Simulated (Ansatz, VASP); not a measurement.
## Ca3Ge2 in VASP and in Ansatz

```xyz
5
Lattice="4.8497 0.0000 0.0000 -2.4249 4.2000 0.0000 0.0000 0.0000 6.9737" Properties=species:S:1:pos:R:3 pbc="T T T"
Ca    2.4249    1.4000    1.6204
Ca    2.4249    1.4000    5.3534
Ca    0.0000    0.0000    3.4869
Ge    0.0000    0.0000    0.0000
Ge    0.0000    2.8000    3.4869
```

Alike in both runs: functional PBEsol; k mesh 12 × 12 × 6; occupations gaussian, width 0.1 eV; no spin polarisation.

Ansatz relaxed the structure, and its values are those at the end. VASP's run is a single point on that final structure, the one shown.

|  | VASP | Ansatz |
| --- | --- | --- |
| version | VASP 6.6.1 | Ansatz 0.2.0 |
| potentials or method | VASP PAW PBE potentials, release 64 (Ca_sv, Ge_d), cutoff 520 eV | scalar-relativistic, plane waves, PAW |
| valence electrons in the cell | 58 | 58 |

VASP gave:

```
gap on the k mesh at the Fermi level (eV) : none
pressure (GPa)                            : 0.1
rms of the force components (eV/Å)        : 0.003
```

Task: What did Ansatz give for the same quantities?

Result: gap on the k mesh at the Fermi level (eV): none; pressure (GPa): 0.0; rms of the force components (eV/Å): 0.004.

VASP's potentials were made for PBE, not for PBEsol. A gap of «none» marks a metal or a gap that the smearing closes.
